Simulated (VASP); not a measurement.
Here is a VASP 6.6.1 calculation.

Contents of INCAR:

```
PREC = Accurate
ENCUT = 520
EDIFF = 1E-6
ISMEAR = -1
SIGMA = 0.08
LREAL = False
LASPH = True
NELM = 60
ALGO = Normal
ISIF = 2
LWAVE = False
LCHARG = False
GGA = PE
NBANDS = 11
```

File KPOINTS:

```
Automatic mesh
0
Gamma
  20 20 20
```

POSCAR

```
C
1.0
    0.0000000000      1.8183775075      1.8183775075
    1.8183775075      0.0000000000      1.8183775075
    1.8183775075      1.8183775075      0.0000000000
C
2
Direct
    0.5000000000      0.5000000000      0.5000000000
    0.7500000000      0.7500000000      0.7500000000
```

Potentials or basis: VASP PAW PBE potentials, release 64 (C).

Command:

```sh
$ cat potpaw_PBE.64/C/POTCAR > POTCAR
$ mpirun -np 1 vasp_std > vasp.out
```

(1) Estimate the band gap on the k mesh.

(2) Estimate the pressure.

Results:

(1) 4.00 eV, indirect (least direct gap 5.43 eV).

(2) -20.8 GPa.
